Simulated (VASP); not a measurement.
CsTlSe2:

```
CELL_PARAMETERS angstrom
3.94391 0.00000 0.00000
-1.97195 3.41552 0.00000
0.00000 0.00000 17.65105
ATOMIC_POSITIONS crystal
Cs 0.33333 0.66667 0.75000
Cs 0.66667 0.33333 0.25000
Tl 0.00000 0.00000 0.50000
Tl 0.00000 0.00000 0.00000
Se 0.33333 0.66667 0.41400
Se 0.66667 0.33333 0.91400
Se 0.66667 0.33333 0.58600
Se 0.33333 0.66667 0.08600
```

* Program: VASP 6.6.1
* Task: relaxation of cell and atoms
* Functional: PBE
* Potentials or basis: VASP PAW PBE potentials, release 64 (Cs_sv, Tl_d, Se)
* Cutoff: 600 eV
* k mesh: 6 × 6 × 1
* Occupations: gaussian, width 0.1 eV
* Spin: no spin polarisation

At the start: pressure 6.8 GPa; volume 29.72 Å³/atom.

How do energy, volume and symmetry change on relaxing?

Over 10 steps the energy falls by 160.5 meV/atom and the volume is 33.88 Å³/atom (+14.0 %); space group P6_3/mmc (No. 194, to 0.1 Å) before and after.

The path:
```csv
step,energy change (eV),largest force (eV/Å),pressure (GPa),volume (Å³)
1,0.0000,1.3737,6.80,237.77
2,-1.0385,0.0252,-1.16,283.55
3,-1.0432,0.0903,-0.79,279.80
4,-1.1971,0.1239,-0.47,276.25
5,-1.2714,0.1478,-0.04,272.20
6,-1.2762,0.1525,0.12,270.84
7,-1.2761,0.1527,0.15,270.65
8,-1.2808,0.0829,-0.07,271.88
9,-1.2815,0.0459,-0.17,272.55
10,-1.2838,0.0217,-0.06,271.04
```

Final structure:
```
Cs Tl Se
1.0
     4.34126    0.00000    0.00000
    -2.17063    3.75964    0.00000
     0.00000    0.00000   16.60624
Cs Tl Se
2 2 4
Cartesian
  0.0000 2.5064 12.4547
  2.1706 1.2532 4.1516
  4.3413 0.0000 8.3031
  0.0000 0.0000 0.0000
  0.0000 2.5064 6.7743
  2.1706 1.2532 15.0775
  2.1706 1.2532 9.8319
  0.0000 2.5064 1.5288
```
